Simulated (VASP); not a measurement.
# PbO: single point with PBE

Crystal: PbO.

```
CELL_PARAMETERS angstrom
4.18306 0.00000 0.00000
0.00000 3.76574 0.00000
0.00000 0.00000 5.02200
ATOMIC_POSITIONS crystal
Pb 0.00000 0.50000 0.23510
Pb 0.50000 0.00000 0.76490
O 0.00000 0.00000 0.00000
O 0.50000 0.50000 0.00000
```

This cell differs from its parent crystal: strain +0.0525 x Voigt [1, -1, 0, 0, 0, 0].

```yaml
Program: VASP 6.6.1
Task: single point
Functional: PBE
Potentials_or_basis: VASP PAW PBE potentials, release 64 (Pb_d, O)
Cutoff: 520 eV
k_mesh: 8 × 8 × 6
Occupations: gaussian, width 0.05 eV
Spin: no spin polarisation
Dipole_correction: no
Further_INCAR_settings: ALGO = Normal; EDIFF = 1e-06; NBANDS = 28
```

```
Pressure               : 6.1 GPa
Largest force          : 0.937 eV/Å
Band gap on the k mesh : 1.22 eV (least direct gap 2.40 eV)
```

Forces in eV/Å, atoms in the order of the input:
```
Pb   0.000  0.000  0.758
Pb   0.000  0.000 -0.758
O    0.000  0.000 -0.937
O    0.000  0.000  0.937
```

Stress tensor (GPa, compression positive):
```
 2.16  0.00  0.00
 0.00 10.73  0.00
 0.00  0.00  5.54
```

Levels at points of the mesh, in eV from the valence-band top:
```csv
k point,band 18,band 19,band 20,band 21,band 22,band 23
"(0.00, 0.00, 0.00)",-1.83,-1.55,-0.06,2.40,4.90,5.41
"(0.50, 0.00, 0.00)",-3.11,-1.72,-1.72,3.28,3.28,6.25
"(0.00, 0.50, 0.00)",-3.11,-1.70,-1.70,3.46,3.46,6.07
"(0.50, 0.50, 0.00)",-1.70,-1.19,-1.19,1.22,1.22,5.33
"(0.00, 0.00, 0.50)",-1.77,-1.57,-1.02,2.01,3.12,4.20
"(0.50, 0.00, 0.50)",-3.08,-0.94,-0.94,2.77,2.77,7.06
"(0.00, 0.50, 0.50)",-3.08,-1.19,-1.19,3.33,3.33,5.74
"(0.50, 0.50, 0.50)",-2.25,-1.21,-1.21,3.44,3.44,4.67
```

Wall time 3.7 min on 1 thread of Intel Xeon 8259CL, on a shared host, peak memory 0.31 GiB.

Caveat: the cell differs from its parent crystal (strain +0.0525 x Voigt [1, -1, 0, 0, 0, 0]); the cell stands under pressure; spin-orbit coupling is left out, which moves the levels of the heavy elements. A k mesh can miss the band edges.
